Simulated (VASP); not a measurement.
Input of a VASP 6.6.1 run:

Contents of INCAR:

```
PREC = Accurate
ENCUT = 520
EDIFF = 1E-6
ISMEAR = 0
SIGMA = 0.15
LREAL = False
LASPH = True
NELM = 60
ALGO = Normal
ISIF = 2
LWAVE = False
LCHARG = False
GGA = PS
NBANDS = 66
```

File KPOINTS:

```
regular mesh
0
Gamma
  11 11 3
```

The input POSCAR:

```
Ge
1.0
   -2.0020822485     -3.4677081753      0.0000000000
    2.0020822485     -3.4677081753      0.0000000000
    0.0000000000      0.0000000000     12.9950496104
Ge
8
Direct
    0.0000000000      0.0000000000      0.1586173341
    0.0000000000      0.0000000000      0.3471540944
    0.0000000000      0.0000000000      0.6643887626
    0.0000000000      0.0000000000      0.8529255230
    0.6666666667      0.6666666667      0.0952258690
    0.3333333333      0.3333333333      0.4105455595
    0.3333333333      0.3333333333      0.6009972975
    0.6666666667      0.6666666667      0.9163169880
```

Potentials or basis: VASP PAW PBE potentials, release 64 (Ge_d).

The run is started by

```console
$ cat potpaw_PBE.64/Ge_d/POTCAR > POTCAR
$ mpirun -np 1 vasp_std > vasp.out
```

Task: Estimate the pressure.

Result: 0.9 GPa.

Task: Estimate the largest force.

Result: 1.285 eV/Å.

Task: Predict the band gap on the k mesh.

Result: Zero (band 56 reaches 4.99 eV, above the bottom of band 57 at 4.91 eV).

Stress tensor (GPa, compression positive):
```
-0.11  0.00  0.00
 0.00 -0.11  0.00
 0.00  0.00  2.93
```

Caveat: the PAW data sets were made with another functional, which shifts forces and pressure a little.
